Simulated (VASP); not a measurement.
Here is a VASP 6.6.1 calculation.

The input INCAR:

```
PREC     = Accurate       # precision mode
ENCUT    = 520            # plane-wave cutoff, eV
EDIFF    = 1E-7           # SCF threshold, eV
ISMEAR   = -1             # smearing method
SIGMA    = 0.05           # smearing width, eV
LREAL    = False          # projectors in reciprocal space
LASPH    = True           # aspherical terms in the spheres
NELM     = 150            # most SCF steps
ALGO     = Normal         # electronic algorithm
ISIF     = 2              # what is computed and relaxed
LWAVE    = False          # write WAVECAR
LCHARG   = False          # write CHGCAR
ISPIN    = 2              # spin polarisation
MAGMOM   = 1.645 1.645    # initial moments
LORBIT   = 11             # projections on sites
LMAXMIX  = 4              # l up to which the mixer works
GGA      = PE             # functional
NBANDS   = 23             # bands
```

Contents of KPOINTS:

```
Automatic mesh
0
Gamma
  15 15 15
```

File POSCAR:

```
Ti
1.0
    0.0000000000      2.8897617432      2.8897617432
    2.8897617432      0.0000000000      2.8897617432
    2.8897617432      2.8897617432      0.0000000000
Ti
2
Direct
    0.1250000000      0.1250000000      0.1250000000
    0.8750000000      0.8750000000      0.8750000000
```

Potentials or basis: VASP PAW PBE potentials, release 64 (Ti_sv).

Command:

```bash
$ cat potpaw_PBE.64/Ti_sv/POTCAR > POTCAR
$ mpirun -np 1 vasp_std > vasp.out
```

Problem. Predict the pressure.

Solution. 3.4 GPa.

Problem. Estimate the site moments.

Solution. Ti +1.65 μB.

Caveat: the cell stands under pressure.
